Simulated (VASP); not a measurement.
A run of VASP 6.6.1 is set up as follows.

INCAR

```
ALGO = Normal
EDIFF = 1E-6
ENCUT = 520
GGA = PE
ISIF = 2
ISMEAR = -1
LASPH = True
LCHARG = False
LREAL = False
LWAVE = False
NBANDS = 15
NELM = 100
PREC = Accurate
SIGMA = 0.02
```

The input KPOINTS:

```
k-points
0
Gamma
  10 10 10
```

File POSCAR:

```
CaO
1.0
    0.0000000000      2.3819660430      2.4055112252
    2.3819660430      0.0000000000      2.4055112252
    2.3819660430      2.3819660430      0.0000000000
Ca O
1 1
Direct
    0.0000000000      0.0000000000      0.0000000000
    0.5000000000      0.5000000000      0.5000000000
```

Potentials or basis: VASP PAW PBE potentials, release 64 (Ca_sv, O).

Run with:

```sh
$ cat potpaw_PBE.64/Ca_sv/POTCAR potpaw_PBE.64/O/POTCAR > POTCAR
$ mpirun -np 1 vasp_std > vasp.out
```

(1) Estimate the pressure.

(2) What does it give for the band gap on the k mesh?

Answers

(1) 4.3 GPa.

(2) 3.61 eV, indirect (least direct gap 3.99 eV).

Caveat: the cell differs from its parent crystal (epitaxial xy strain -0.7%).
